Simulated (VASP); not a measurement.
Set up this calculation in VASP 6.6.1, as the native input.

- Task: single point
- Functional: r2SCAN
- Potentials or basis: VASP PAW PBE potentials, release 64 (Ta_pv)
- Cutoff: 520 eV
- k mesh: 14 × 14 × 14
- Occupations: fermi-dirac, width 0.1 eV
- Spin: no spin polarisation
- Dipole correction: no
- Further INCAR settings: ALGO = Normal; EDIFF = 1e-06; NBANDS = 12

Crystal: Ta.

```
CELL_PARAMETERS angstrom
-1.66534 1.66534 1.66534
1.66534 -1.66534 1.66534
1.66534 1.66534 -1.66534
ATOMIC_POSITIONS crystal
Ta 0.00000 0.00000 0.00000
```

The input as run:

POSCAR

```
Ta
1.0
   -1.6653417812      1.6653417812      1.6653417812
    1.6653417812     -1.6653417812      1.6653417812
    1.6653417812      1.6653417812     -1.6653417812
Ta
1
Direct
    0.0000000000      0.0000000000      0.0000000000
```

INCAR.step1

```
SYSTEM = Ta
ALGO = Normal
EDIFF = 1E-4
ENCUT = 520
GGA = PE
ISMEAR = -1
LASPH = .True.
LCHARG = .False.
LREAL = .False.
LWAVE = .True.
NBANDS = 12
NELM = 80
PREC = Accurate
SIGMA = 0.1
```

INCAR.step2

```
SYSTEM = Ta
ALGO = Normal
EDIFF = 1E-6
ENCUT = 520
ISIF = 2
ISMEAR = -1
ISTART = 1
LASPH = .True.
LCHARG = .False.
LMIXTAU = .True.
LREAL = .False.
LWAVE = .False.
METAGGA = R2SCAN
NBANDS = 12
NELM = 80
PREC = Accurate
SIGMA = 0.1
```

KPOINTS

```
k-points
0
Gamma
  14 14 14
  0 0 0
```

Potentials or basis: VASP PAW PBE potentials, release 64 (Ta_pv).

Run with:

```sh
$ cat potpaw_PBE.64/Ta_pv/POTCAR > POTCAR
$ cp INCAR.step1 INCAR
$ mpirun -np 1 vasp_std > vasp.out
$ cp INCAR.step2 INCAR
$ mpirun -np 1 vasp_std > vasp.out
```

Results of the run:

```json
{
  "Pressure": "-4.0 GPa",
  "Band gap on the k mesh": "zero (an odd number of electrons rules out a gap without spin polarisation)"
}
```

Caveat: the cell stands under tension; the PAW data sets were made with another functional, which shifts forces and pressure a little; spin-orbit coupling is left out, which moves the levels of the heavy elements.

Run time: 83 s on 1 thread of Intel Xeon 8259CL, with other jobs on the host, peak memory 0.16 GiB.
